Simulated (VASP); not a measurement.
# LiH in VASP: a series of runs

LiH is run at these levels: PBE, r2SCAN; tasks: single point.

Program: VASP 6.6.1. These are calculated values, not measurements. Logs are shortened: lines on timing, memory, paths and dates and some standing lists are left out, and cuts for length are marked.

### 1 The cell of the first run

The structure is trigonal, space group R3m (No. 160). The conventional cell has a = 3.206 Å, b = 3.206 Å, c = 7.333 Å, α = 90.00°, β = 90.00°, γ = 120.00°. Within 2.5 Å of Li (site symmetry 3m) lie 4 H at 1.88 to 1.93 Å. H (site symmetry 3m) has 4 Li at 1.88 to 1.93 Å within 2.5 Å.

### 2 Single point, PBE (epitaxial 111 strain +5.7%)

Input file INCAR:

```
PREC = Accurate ; ENCUT = 520
EDIFF = 1E-6 ; ISMEAR = -1
SIGMA = 0.02 ; LREAL = F
LASPH = T ; NELM = 100
ALGO = Normal ; ISIF = 2
LWAVE = F ; LCHARG = F
GGA = PE ; NBANDS = 9
```

Input file KPOINTS:

```
Automatic mesh
0
Gamma
  10 10 10
```

Input file POSCAR:

```
LiH
1.0
   -0.0998838136      2.1668666142      2.1668666142
    2.1668666142     -0.0998838136      2.1668666142
    2.1668666142      2.1668666142     -0.0998838136
Li H
1 1
Direct
   -0.0033600337     -0.0033600337     -0.0033600337
    0.2533600337      0.2533600337      0.2533600337
```

Potentials or basis: VASP PAW PBE potentials, release 64 (Li_sv, H).

Launch:

```bash
> cat potpaw_PBE.64/Li_sv/POTCAR potpaw_PBE.64/H/POTCAR > POTCAR
> mpirun -np 1 vasp_std > vasp.out
```

OUTCAR:

```text
PREC = Accurate
   ENCUT = 520
   EDIFF = 1E-6
   ISMEAR = -1
   LREAL = F
   LASPH = T
   NELM = 100
   ISIF = 2
   GGA = PE

 ion  position               nearest neighbor table
   1  0.997  0.997  0.997-
   2  0.253  0.253  0.253-

  LATTYP: Found a trigonal (rhomboedric) cell.
 ALAT       =     3.0660395666
 COS(alpha) =     0.4534223077

  Lattice vectors:

 A1 = (  -0.0998838136,   2.1668666142,   2.1668666142)
 A2 = (   2.1668666142,  -0.0998838136,   2.1668666142)
 A3 = (   2.1668666142,   2.1668666142,  -0.0998838136)

Analysis of symmetry for initial positions (statically):
=====================================================================
 Subroutine PRICEL returns:
 Original cell was already a primitive cell.

 Routine SETGRP: Setting up the symmetry group for a
 trigonal (rhombohedral) supercell.

 Subroutine GETGRP returns: Found  6 space group operations
 (whereof  6 operations were pure point group operations)
 out of a pool of 12 trial point group operations.

The static configuration has the point symmetry C_3v.

Analysis of symmetry for dynamics (positions and initial velocities):
=====================================================================
 Subroutine PRICEL returns:
 Original cell was already a primitive cell.

 Routine SETGRP: Setting up the symmetry group for a
 trigonal (rhombohedral) supercell.

 Subroutine GETGRP returns: Found  6 space group operations
 (whereof  6 operations were pure point group operations)
 out of a pool of 12 trial point group operations.

The dynamic configuration has the point symmetry C_3v.

 Subroutine INISYM returns: Found  6 space group operations
 (whereof  6 operations are pure point group operations),
 and found     1 'primitive' translations

----------------------------------------------------------------------------------------

                                     Primitive cell

  volume of cell :      21.7542

  direct lattice vectors                    reciprocal lattice vectors
    -0.099883814  2.166866614  2.166866614    -0.215376219  0.225783949  0.225783949
     2.166866614 -0.099883814  2.166866614     0.225783949 -0.215376219  0.225783949
     2.166866614  2.166866614 -0.099883814     0.225783949  0.225783949 -0.215376219

  length of vectors
     3.066039567  3.066039567  3.066039567     0.385154124  0.385154124  0.385154124

  position of ions in fractional coordinates (direct lattice)
     0.996639966  0.996639966  0.996639966
     0.253360034  0.253360034  0.253360034

  ion indices of the primitive-cell ions
   primitive index   ion index
                 1           1
                 2           2

----------------------------------------------------------------------------------------

 KPOINTS: Automatic mesh

Automatic generation of k-mesh.
 Grid dimensions read from file:
 generate k-points for:   10   10   10

 Generating k-lattice:

  Cartesian coordinates                     Fractional coordinates (reciprocal lattice)
    -0.021537622  0.022578395  0.022578395     0.100000000  0.000000000 -0.000000000
     0.022578395 -0.021537622  0.022578395     0.000000000  0.100000000 -0.000000000
     0.022578395  0.022578395 -0.021537622     0.000000000  0.000000000  0.100000000

  Length of vectors
     0.038515412  0.038515412  0.038515412

  Shift w.r.t. Gamma in fractional coordinates (k-lattice)
     0.000000000  0.000000000  0.000000000

 Subroutine IBZKPT returns following result:
 ===========================================

 Found    116 irreducible k-points:

 Following reciprocal coordinates:
            Coordinates               Weight
  0.000000  0.000000  0.000000      1.000000
  0.100000 -0.000000 -0.000000      6.000000
  0.200000 -0.000000 -0.000000      6.000000
  0.300000 -0.000000 -0.000000      6.000000
  0.400000  0.000000 -0.000000      6.000000
  0.500000 -0.000000 -0.000000      3.000000
[... 16 lines left out ...]
  0.300000  0.300000  0.000000      6.000000
  0.400000  0.300000 -0.000000     12.000000
 [... further k-points ...]
   k-points           NKPTS =    116   k-points in BZ     NKDIM =    116   number of bands    NBANDS=      9
   number of dos      NEDOS =    301   number of ions     NIONS =      2
   total plane-waves  NPLWV =  13824
   dimension x,y,z NGX =    24 NGY =   24 NGZ =   24
   dimension x,y,z NGXF=    48 NGYF=   48 NGZF=   48
   ions per type =               1   1
   NGX,Y,Z   is equivalent  to a cutoff of  13.01, 13.01, 13.01 a.u.
   NGXF,Y,Z  is equivalent  to a cutoff of  26.03, 26.03, 26.03 a.u.
 SYSTEM =  unknown system
   PREC   = accura    normal or accurate (medium, high low for compatibility)
   ISTART =      0    job   : 0-new  1-cont  2-samecut
   ICHARG =      2    charge: 1-file 2-atom 10-const
   ISPIN  =      1    spin polarized calculation?
   LNONCOLLINEAR =      F non collinear calculations
   LSORBIT =      F    spin-orbit coupling
   LASPH  =      T    aspherical Exc in radial PAW
   ENCUT  =  520.0 eV  38.22 Ry    6.18 a.u.   5.70  5.70  5.70*2*pi/ulx,y,z
   NELM   =    100;   NELMIN=  2; NELMDL= -5     # of ELM steps
   EDIFF  = 0.1E-05   stopping-criterion for ELM
   LREAL  =      F    real-space projection
   EDIFFG = 0.1E-04   stopping-criterion for IOM
   NSW    =      0    number of steps for IOM
   IBRION =     -1    ionic relax: 0-MD 1-quasi-New 2-CG
   NFREE  =      0    steps in history (QN), initial steepest desc. (CG)
   ISIF   =      2    stress and relaxation
   ISYM   =      2    0-nonsym 1-usesym 2-fastsym
   POTIM  = 0.5000    time-step for ionic-motion
   TEBEG  =    0.0;   TEEND  =   0.0 temperature during run
   PSTRESS=    0.0 pullay stress
   NELECT =       4.0000    total number of electrons
   NUPDOWN=      -1.0000    fix difference up-down
   EMIN   =  10.00;   EMAX   =-10.00  energy-range for DOS
   EFERMI =   0.00;   METHOD = LEGACY
   ISMEAR =    -1;   SIGMA  =   0.02  broadening in eV -4-tet -1-fermi 0-gaus
   EFERMI_NEDOS =   21; number of points for ismear=-14 and -15
   IALGO  =     38    algorithm
   IMIX   =      4    mixing-type and parameters
     AMIX     =   0.40;   BMIX     =  1.00
     AMIX_MAG =   1.60;   BMIX_MAG =  1.00
  volume/ion in A,a.u.               =      10.88        73.40
  Fermi-wavevector in a.u.,A,eV,Ry     =   0.930923  1.759190 11.791056  0.866618
  Thomas-Fermi vector in A             =   2.057363
   LORBIT       =      0    0 simple, 1 ext, 2 COOP (PROOUT), +10 PAW based schemes
   GGA     = PE    functional components
[... 5 lines left out ...]
 non-spin polarized calculation
  energy-cutoff  :      520.00
  volume of cell :       21.75
 maximum number of plane-waves:       598
   NGX = 11   NGY = 11   NGZ = 11

 number of electron       4.0000001 magnetization

 Free energy of the ion-electron system (eV)
  ---------------------------------------------------
  ext. energy  EPLUGINS =         0.00000000
  ---------------------------------------------------
  free energy    TOTEN  =        -6.00520485 eV

  energy without entropy =       -6.00520485  energy(sigma->0) =       -6.00520485

 E-fermi :  -1.3310     XC(G=0):  -7.4057

 val. band max:       -1.9020734816   @ k =  -0.3000   0.5000   0.3000
 cond. band min:       2.0681209904   @ k =   0.5000  -0.0000  -0.0000
 fundamental gap:      3.9701944720
 Fermi energy:        -1.3309675419

 k-point     1 :       0.0000    0.0000    0.0000
  band No.  band energies     occupation
      1     -45.5093      2.00000
      2      -5.3878      2.00000
      3      10.1382      0.00000
      4      13.9283      0.00000
      5      13.9283      0.00000
      6      15.4785      0.00000
      7      16.2975      0.00000
      8      16.2975      0.00000
      9      18.0154      0.00000

 k-point     2 :       0.1000   -0.0000   -0.0000
  band No.  band energies     occupation
      1     -45.5079      2.00000
      2      -5.2428      2.00000
      3       9.2418      0.00000
      4      12.8960      0.00000
      5      13.4976      0.00000
      6      14.8901      0.00000
      7      17.0037      0.00000
      8      18.2066      0.00000
      9      19.0982      0.00000

 k-point     3 :       0.2000   -0.0000   -0.0000
  band No.  band energies     occupation
      1     -45.5044      2.00000
      2      -4.8175      2.00000
      3       6.9947      0.00000
      4      12.5939      0.00000
      5      12.8853      0.00000
      6      14.1379      0.00000
      7      17.8964      0.00000
      8      18.8016      0.00000
      9      20.1965      0.00000

 k-point     4 :       0.3000   -0.0000   -0.0000
  band No.  band energies     occupation
      1     -45.4999      2.00000
      2      -4.1538      2.00000
      3       4.6563      0.00000
      4      12.4932      0.00000
      5      12.6717      0.00000
      6      13.6470      0.00000
      7      17.2311      0.00000
      8      17.9685      0.00000
      9      19.5260      0.00000
[... 205 lines left out ...]
 k-point    22 :      -0.2000    0.2000    0.0000
  band No.  band energies     occupation
      1     -45.4986      2.00000
      2      -3.9465      2.00000
      3       4.8966      0.00000
      4       8.9852      0.00000
      5      13.2160      0.00000
      6      13.9372      0.00000
      7      17.3072      0.00000
      8      19.5351      0.00000
      9      20.3325      0.00000

 k-point    23 :       0.3000    0.3000    0.0000
  band No.  band energies     occupation
      1     -45.4958      2.00000
      2      -3.7002      2.00000
      3       6.5674      0.00000
      4       8.8990      0.00000
      5      10.0004      0.00000
      6      10.7991      0.00000
      7      15.0530      0.00000
      8      23.3018      0.00000
      9      24.3545      0.00000

 k-point    24 :       0.4000    0.3000   -0.0000
  band No.  band energies     occupation
      1     -45.4929      2.00000
      2      -3.1218      2.00000
      3       5.2765      0.00000
      4       8.1672      0.00000
      5       9.6493      0.00000
      6      10.5448      0.00000
      7      15.2977      0.00000
      8      23.0822      0.00000
      9      24.7413      0.00000

 [... further k-points ...]

------------------------ aborting loop because EDIFF is reached ----------------------------------------

  FORCE on cell =-STRESS in cart. coord.  units (eV):
  Direction    XX          YY          ZZ          XY          YZ          ZX
  --------------------------------------------------------------------------------------
  -------------------------------------------------------------------------------------
  Total       -0.3315407     -0.3315407     -0.3315407      0.1450404      0.1450404      0.1450404
  in kB      -24.4176893    -24.4176893    -24.4176893     10.6821045     10.6821045     10.6821045
  external PRESSURE =     -24.4176893 kB  Pullay stress =       0.0000000 kB

 VOLUME and BASIS-vectors are now :
 -----------------------------------------------------------------------------
  energy-cutoff  :      520.00
  volume of cell :       21.75
      direct lattice vectors                 reciprocal lattice vectors
    -0.099883814  2.166866614  2.166866614    -0.215376219  0.225783949  0.225783949
     2.166866614 -0.099883814  2.166866614     0.225783949 -0.215376219  0.225783949
     2.166866614  2.166866614 -0.099883814     0.225783949  0.225783949 -0.215376219

 POSITION                                       TOTAL-FORCE (eV/Angst)
 -----------------------------------------------------------------------------------
      4.21962      4.21962      4.21962        -0.001383     -0.001383     -0.001383
      1.07269      1.07269      1.07269         0.001383      0.001383      0.001383
 -----------------------------------------------------------------------------------
    total drift:                                0.000139      0.000139      0.000140

  FREE ENERGIE OF THE ION-ELECTRON SYSTEM (eV)
  ---------------------------------------------------
  free  energy   TOTEN  =        -6.0052048460 eV

  energy  without entropy=       -6.0052048460  energy(sigma->0) =       -6.00520485
```

It took 27 s on 1 thread of AMD EPYC 7R43 (Zen 3), shared host; peak memory 0.11 GiB.

What came out:

```
Free energy            : -6.0052 eV
Band gap on the k mesh : 3.97 eV, indirect (least direct gap 4.92 eV)
```

Forces on the atoms (eV/Å):
```
Li  -0.001 -0.001 -0.001
H    0.001  0.001  0.001
```

Caveat: the cell differs from its parent crystal (epitaxial 111 strain +5.7%); the cutoff is under 1.25 times the usual one of these potentials, so pressure, stress and relaxed cells hold a basis-set (Pulay) error.

### 3 Single point, PBE (shear xy strain -2.0%)

Input file INCAR:

```
SYSTEM = LiH
PREC = Accurate ; ENCUT = 520
EDIFF = 1E-6 ; ISMEAR = -1
SIGMA = 0.02 ; LREAL = .FALSE.
LASPH = .TRUE. ; NELM = 80
ALGO = Normal ; ISIF = 2
LWAVE = .FALSE. ; LCHARG = .TRUE.
GGA = PE ; LELF = .TRUE.
LVHAR = .TRUE. ; NBANDS = 9
```

Input file KPOINTS:

```
regular mesh
0
G
  10 10 10
  0 0 0
```

Input file POSCAR:

```
LiH
1.0
   -0.0218802445      2.1451220099      2.1451220099
    2.1451220099     -0.0218802445      2.1451220099
    2.1232417654      2.1232417654      0.0000000000
Li H
1 1
Direct
   -0.0016352667     -0.0016352667      0.0016352667
    0.2516352667      0.2516352667      0.2483647333
```

Potentials or basis: VASP PAW PBE potentials, release 64 (Li_sv, H).

Launch:

```bash
> cat potpaw_PBE.64/Li_sv/POTCAR potpaw_PBE.64/H/POTCAR > POTCAR
> mpirun -np 1 vasp_std > vasp.out
```

OUTCAR:

```text
SYSTEM = LiH
   PREC = Accurate
   ENCUT = 520
   EDIFF = 1E-6
   ISMEAR = -1
   LREAL = .FALSE.
   LASPH = .TRUE.
   NELM = 80
   ISIF = 2
   GGA = PE

 ion  position               nearest neighbor table
   1  0.998  0.998  0.002-
   2  0.252  0.252  0.248-

  LATTYP: Found a body centered orthorhombic cell.
 ALAT       =     3.0027173008
 B/A-ratio  =     1.0206102243
 C/A-ratio  =     1.4287871917

  Lattice vectors:

 A1 = (   0.0218802445,  -2.1451220099,  -2.1451220099)
 A2 = (  -0.0218802445,   2.1451220099,  -2.1451220099)
 A3 = (   2.1451220099,  -0.0218802445,   2.1451220099)

Analysis of symmetry for initial positions (statically):
=====================================================================
 Subroutine PRICEL returns:
 Original cell was already a primitive cell.

 Routine SETGRP: Setting up the symmetry group for a
 body centered orthorhombic supercell.

 Subroutine GETGRP returns: Found  4 space group operations
 (whereof  4 operations were pure point group operations)
[... 167 lines left out ...]
 fundamental gap:      4.2023858742
 Fermi energy:        -1.0536609235

 k-point     1 :       0.0000    0.0000    0.0000
  band No.  band energies     occupation
      1     -45.0101      2.00000
      2      -5.3500      2.00000
      3      11.4004      0.00000
      4      15.3834      0.00000
      5      15.6295      0.00000
      6      15.8475      0.00000
      7      17.8914      0.00000
      8      18.1755      0.00000
      9      18.4792      0.00000
[... 265 lines left out ...]
 k-point    24 :       0.4000    0.3000    0.0000
  band No.  band energies     occupation
      1     -44.9861      2.00000
      2      -2.9638      2.00000
      3       5.9759      0.00000
      4       9.0373      0.00000
      5      10.2104      0.00000
      6      11.5192      0.00000
      7      16.6799      0.00000
      8      25.4460      0.00000
      9      26.1895      0.00000

 [... further k-points ...]

------------------------ aborting loop because EDIFF is reached ----------------------------------------

  FORCE on cell =-STRESS in cart. coord.  units (eV):
  Direction    XX          YY          ZZ          XY          YZ          ZX
  --------------------------------------------------------------------------------------
  -------------------------------------------------------------------------------------
  Total       -0.0243381     -0.0243381     -0.0269675      0.0706768      0.0000000      0.0000000
  in kB       -1.9754093     -1.9754093     -2.1888230      5.7364969      0.0000000      0.0000000
  external PRESSURE =      -2.0465472 kB  Pullay stress =       0.0000000 kB

 VOLUME and BASIS-vectors are now :
 -----------------------------------------------------------------------------
  energy-cutoff  :      520.00
  volume of cell :       19.74
      direct lattice vectors                 reciprocal lattice vectors
    -0.021880244  2.145122010  2.145122010    -0.230733493  0.230733493  0.233086975
     2.145122010 -0.021880244  2.145122010     0.230733493 -0.230733493  0.233086975
     2.123241765  2.123241765  0.000000000     0.235488962  0.235488962 -0.233086975

 POSITION                                       TOTAL-FORCE (eV/Angst)
 -----------------------------------------------------------------------------------
      2.12324      2.12324      4.28323        -0.000000     -0.000000     -0.001230
      1.06162      1.06162      1.07958         0.000000      0.000000      0.001230
 -----------------------------------------------------------------------------------
    total drift:                               -0.000001     -0.000001     -0.000238

  FREE ENERGIE OF THE ION-ELECTRON SYSTEM (eV)
  ---------------------------------------------------
  free  energy   TOTEN  =        -6.0299278889 eV

  energy  without entropy=       -6.0299278889  energy(sigma->0) =       -6.02992789
```

OSZICAR:

```text
N       E                     dE             d eps       ncg     rms          rms(c)
DAV:   1    -0.872826607696E+00   -0.87283E+00   -0.13454E+03  3102   0.391E+02
DAV:   2    -0.628594840987E+01   -0.54131E+01   -0.53811E+01  4438   0.577E+01
DAV:   3    -0.637264579853E+01   -0.86697E-01   -0.86659E-01  3635   0.629E+00
DAV:   4    -0.637324703103E+01   -0.60123E-03   -0.60118E-03  4284   0.481E-01
DAV:   5    -0.637325034901E+01   -0.33180E-05   -0.33180E-05  3613   0.263E-02    0.331E+00
DAV:   6    -0.610081882911E+01    0.27243E+00   -0.26158E-01  3249   0.143E+00    0.161E+00
DAV:   7    -0.602453590016E+01    0.76283E-01   -0.29439E-01  3488   0.172E+00    0.290E-01
DAV:   8    -0.602995730523E+01   -0.54214E-02   -0.11699E-02  3595   0.544E-01    0.528E-02
DAV:   9    -0.602992569195E+01    0.31613E-04   -0.24154E-04  3997   0.702E-02    0.900E-03
DAV:  10    -0.602992823459E+01   -0.25426E-05   -0.11720E-05  3821   0.233E-02    0.513E-03
DAV:  11    -0.602992788891E+01    0.34569E-06   -0.16655E-06  4177   0.382E-03
   1 F= -.60299279E+01 E0= -.60299279E+01  d E =-.336685E-15
```

It took 46 s on 1 thread of AMD EPYC 7R43 (Zen 3), shared host; peak memory 0.11 GiB.

What came out:

```yaml
Free_energy: -6.0299 eV
Band_gap_on_the_k_mesh: 4.20 eV, indirect (least direct gap 5.25 eV)
```

Caveat: the cell differs from its parent crystal (shear xy strain -2.0%); the cutoff is under 1.25 times the usual one of these potentials, so pressure, stress and relaxed cells hold a basis-set (Pulay) error. A k mesh can miss the band edges.

(Continued in part 2 of 2.)
